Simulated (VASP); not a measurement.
# Sn (Fd-3m) in VASP: density of states with PBE

Aim: the density of states of Sn with PBE.

Everything below comes from runs of VASP 6.6.1. Logs are shortened: lines on timing, memory, paths and dates and some standing lists are left out, and cuts for length are marked.

## 1. The cell of the first run

It takes space group Fd-3m (No. 227, cubic). Conventional cell: a = 6.467 Å, b = 6.467 Å, c = 6.467 Å, α = 90.00°, β = 90.00°, γ = 90.00°. Sn (site symmetry -43m) has 4 Sn at 2.80 Å within 3.7 Å.

## 2. Density of states, PBE

POSCAR

```
Sn
1.0
    0.0000000000      3.2333428000      3.2333428000
    3.2333428000      0.0000000000      3.2333428000
    3.2333428000      3.2333428000      0.0000000000
Sn
2
Direct
    0.0000000000      0.0000000000      0.0000000000
    0.2500000000      0.2500000000      0.2500000000
```

INCAR.step1

```
SYSTEM = Sn
ALGO     = Fast           ! electronic algorithm
EDIFF    = 1E-7           ! SCF threshold, eV
ENCUT    = 520            ! plane-wave cutoff, eV
GGA      = PE             ! functional
ISIF     = 2              ! what is computed and relaxed
ISMEAR   = 0              ! smearing method
LASPH    = .TRUE.         ! aspherical terms in the spheres
LCHARG   = .TRUE.         ! write CHGCAR
LREAL    = .FALSE.        ! projectors in reciprocal space
LWAVE    = .FALSE.        ! write WAVECAR
NBANDS   = 21             ! bands
NELM     = 60             ! most SCF steps
PREC     = Accurate       ! precision mode
SIGMA    = 0.05           ! smearing width, eV
```

KPOINTS.step1

```
k-points
0
G
  10 10 10
  0 0 0
```

INCAR.step2

```
SYSTEM = Sn
ALGO     = Fast           ! electronic algorithm
EDIFF    = 1E-7           ! SCF threshold, eV
ENCUT    = 520            ! plane-wave cutoff, eV
GGA      = PE             ! functional
ICHARG   = 11             ! starting density
ISIF     = 2              ! what is computed and relaxed
ISMEAR   = -5             ! smearing method
LASPH    = .TRUE.         ! aspherical terms in the spheres
LCHARG   = .FALSE.        ! write CHGCAR
LORBIT   = 10             ! projections on sites
LREAL    = .FALSE.        ! projectors in reciprocal space
LWAVE    = .FALSE.        ! write WAVECAR
NEDOS    = 2001           ! points of the DOS
NELM     = 60             ! most SCF steps
PREC     = Accurate       ! precision mode
SIGMA    = 0.05           ! smearing width, eV
```

KPOINTS.step2

```
k-points
0
G
  15 15 15
  0 0 0
```

Potentials or basis: VASP PAW PBE potentials, release 64 (Sn_d).

Started as:

```sh
> cat potpaw_PBE.64/Sn_d/POTCAR > POTCAR
> cp INCAR.step1 INCAR
> cp KPOINTS.step1 KPOINTS
> mpirun -np 1 vasp_std > vasp.out
> cp INCAR.step2 INCAR
> cp KPOINTS.step2 KPOINTS
> mpirun -np 1 vasp_std > vasp.out
```

OUTCAR:

```text
SYSTEM = Sn
   EDIFF = 1E-7
   ENCUT = 520
   GGA = PE
   ICHARG = 11
   ISIF = 2
   ISMEAR = -5
   LASPH = .TRUE.
   LORBIT = 10
   LREAL = .FALSE.
   NELM = 60
   PREC = Accurate

 ion  position               nearest neighbor table
   1  0.000  0.000  0.000-   2 2.80   2 2.80   2 2.80   2 2.80
   2  0.250  0.250  0.250-   1 2.80   1 2.80   1 2.80   1 2.80

  LATTYP: Found a face centered cubic cell.
 ALAT       =     6.4666856000

  Lattice vectors:

 A1 = (   0.0000000000,   3.2333428000,   3.2333428000)
 A2 = (   3.2333428000,   0.0000000000,   3.2333428000)
 A3 = (   3.2333428000,   3.2333428000,   0.0000000000)

Analysis of symmetry for initial positions (statically):
=====================================================================
 Subroutine PRICEL returns:
 Original cell was already a primitive cell.

 Routine SETGRP: Setting up the symmetry group for a
 face centered cubic supercell.

 Subroutine GETGRP returns: Found 48 space group operations
 (whereof 24 operations were pure point group operations)
 out of a pool of 48 trial point group operations.

The static configuration has the point symmetry T_d .
 The point group associated with its full space group is O_h .

Analysis of symmetry for dynamics (positions and initial velocities):
=====================================================================
 Subroutine PRICEL returns:
 Original cell was already a primitive cell.

 Routine SETGRP: Setting up the symmetry group for a
 face centered cubic supercell.

 Subroutine GETGRP returns: Found 48 space group operations
 (whereof 24 operations were pure point group operations)
 out of a pool of 48 trial point group operations.

The dynamic configuration has the point symmetry T_d .
 The point group associated with its full space group is O_h .

 Subroutine INISYM returns: Found 48 space group operations
 (whereof 24 operations are pure point group operations),
 and found     1 'primitive' translations

----------------------------------------------------------------------------------------

                                     Primitive cell

  volume of cell :      67.6060

  direct lattice vectors                    reciprocal lattice vectors
     0.000000000  3.233342800  3.233342800    -0.154638723  0.154638723  0.154638723
     3.233342800  0.000000000  3.233342800     0.154638723 -0.154638723  0.154638723
     3.233342800  3.233342800  0.000000000     0.154638723  0.154638723 -0.154638723
[... 92 lines left out ...]
   ISIF   =      2    stress and relaxation
   ISYM   =      2    0-nonsym 1-usesym 2-fastsym
   POTIM  = 0.5000    time-step for ionic-motion
   TEBEG  =    0.0;   TEEND  =   0.0 temperature during run
   PSTRESS=    0.0 pullay stress
   NELECT =      28.0000    total number of electrons
   NUPDOWN=      -1.0000    fix difference up-down
   EMIN   =  10.00;   EMAX   =-10.00  energy-range for DOS
   EFERMI =   0.00;   METHOD = LEGACY
   ISMEAR =    -5;   SIGMA  =   0.05  broadening in eV -4-tet -1-fermi 0-gaus
   EFERMI_NEDOS =   21; number of points for ismear=-14 and -15
   IALGO  =     68    algorithm
   IMIX   =      4    mixing-type and parameters
     AMIX     =   0.40;   BMIX     =  1.00
     AMIX_MAG =   1.60;   BMIX_MAG =  1.00
  volume/ion in A,a.u.               =      33.80       228.11
  Fermi-wavevector in a.u.,A,eV,Ry     =   1.220298  2.306028 20.260793  1.489126
  Thomas-Fermi vector in A             =   2.355520
   LORBIT       =     10    0 simple, 1 ext, 2 COOP (PROOUT), +10 PAW based schemes
   GGA     = PE    functional components
   LHFCALC =     F    Hartree Fock is set to
   AEXX    =    0.0000 exact exchange contribution
   IVDW    =     0    specifies the selected vdW correction
   LEPSILON=     F    determine dielectric tensor
   LRPA    =     F    only Hartree local field effects (RPA)
 non-spin polarized calculation
 RMM-DIIS sequential band-by-band and
 Fermi weights with tetrahedron method with Bloechl corrections
  energy-cutoff  :      520.00
  volume of cell :       67.61
 maximum number of plane-waves:      1853
 NGX is ok and might be reduce to    36

 number of electron      28.0000008 magnetization

 Free energy of the ion-electron system (eV)
  ---------------------------------------------------
  ext. energy  EPLUGINS =         0.00000000
  ---------------------------------------------------
  free energy    TOTEN  =        -7.62884749 eV

  energy without entropy =       -7.62884749  energy(sigma->0) =       -7.62884749

 E-fermi :   5.8102     XC(G=0):  -8.9215

 val. band max:        5.8400479379   @ k =   0.0000   0.0000   0.0000
 cond. band min:       5.7773638331   @ k =   0.4667   0.0000   0.0000
 fundamental gap:     -0.0626841048
 Fermi energy:         5.8101748611

 k-point     1 :       0.0000    0.0000    0.0000
  band No.  band energies     occupation
      1     -15.9507      2.00000
      2     -15.9507      2.00000
      3     -15.9507      2.00000
      4     -15.8890      2.00000
      5     -15.8890      2.00000
      6     -15.5717      2.00000
[... 481 lines left out ...]
      5     -15.8370      2.00000
      6     -15.6487      2.00000
[... 10 lines left out ...]
     17       9.4146      0.00000
     18       9.5108      0.00000

 [... further k-points ...]

------------------------ aborting loop because EDIFF is reached ----------------------------------------

  FORCE on cell =-STRESS in cart. coord.  units (eV):
  Direction    XX          YY          ZZ          XY          YZ          ZX
  --------------------------------------------------------------------------------------
  -------------------------------------------------------------------------------------
  Total        1.5631460      1.5631460      1.5631460     -0.0000000      0.0000000     -0.0000000
  in kB       37.0445971     37.0445971     37.0445971     -0.0000000      0.0000000     -0.0000000
  external PRESSURE =      37.0445971 kB  Pullay stress =       0.0000000 kB

 VOLUME and BASIS-vectors are now :
 -----------------------------------------------------------------------------
  energy-cutoff  :      520.00
  volume of cell :       67.61
      direct lattice vectors                 reciprocal lattice vectors
     0.000000000  3.233342800  3.233342800    -0.154638723  0.154638723  0.154638723
     3.233342800  0.000000000  3.233342800     0.154638723 -0.154638723  0.154638723
     3.233342800  3.233342800  0.000000000     0.154638723  0.154638723 -0.154638723

 POSITION                                       TOTAL-FORCE (eV/Angst)
 -----------------------------------------------------------------------------------
      0.00000      0.00000      0.00000         0.000000      0.000000      0.000000
      1.61667      1.61667      1.61667        -0.000000     -0.000000     -0.000000
 -----------------------------------------------------------------------------------
    total drift:                                0.000000      0.000000      0.000000

  FREE ENERGIE OF THE ION-ELECTRON SYSTEM (eV)
  ---------------------------------------------------
  free  energy   TOTEN  =        -7.6288474859 eV

  energy  without entropy=       -7.6288474859  energy(sigma->0) =       -7.62884749

 total charge

# of ion       s       p       d       tot
------------------------------------------
    1        1.162   1.231   9.970  12.364
    2        1.162   1.231   9.970  12.364
--------------------------------------------------
tot          2.324   2.463  19.941  24.728
```

OUTCAR.step1:

```text
SYSTEM = Sn
   EDIFF = 1E-7
   ENCUT = 520
   GGA = PE
   ISIF = 2
   ISMEAR = 0
[... 802 lines left out ...]
      0.00000      0.00000      0.00000         0.000000     -0.000000      0.000000
      1.61667      1.61667      1.61667        -0.000000      0.000000     -0.000000
 -----------------------------------------------------------------------------------
    total drift:                                0.000000      0.000000      0.000000

  FREE ENERGIE OF THE ION-ELECTRON SYSTEM (eV)
  ---------------------------------------------------
  free  energy   TOTEN  =        -7.6248873525 eV

  energy  without entropy=       -7.6247322095  energy(sigma->0) =       -7.62480978
```

Wall time 2.8 min (1 thread of Intel Xeon Platinum 8488C (Sapphire Rapids), shared host); peak memory 0.27 GiB.

What came out:

- Valence electrons inside the program's atomic spheres: Sn 12.36

Levels at points of the mesh, in eV from the Fermi level:
```
           k point  band 12  band 13  band 14  band 15  band 16  band 17
(0.00, 0.00, 0.00)    -0.62     0.03     0.03     0.03     2.11     2.11
```

Caveat: spin-orbit coupling is left out, which moves the levels of the heavy elements; tetrahedron occupations give inexact forces and stress in metals.
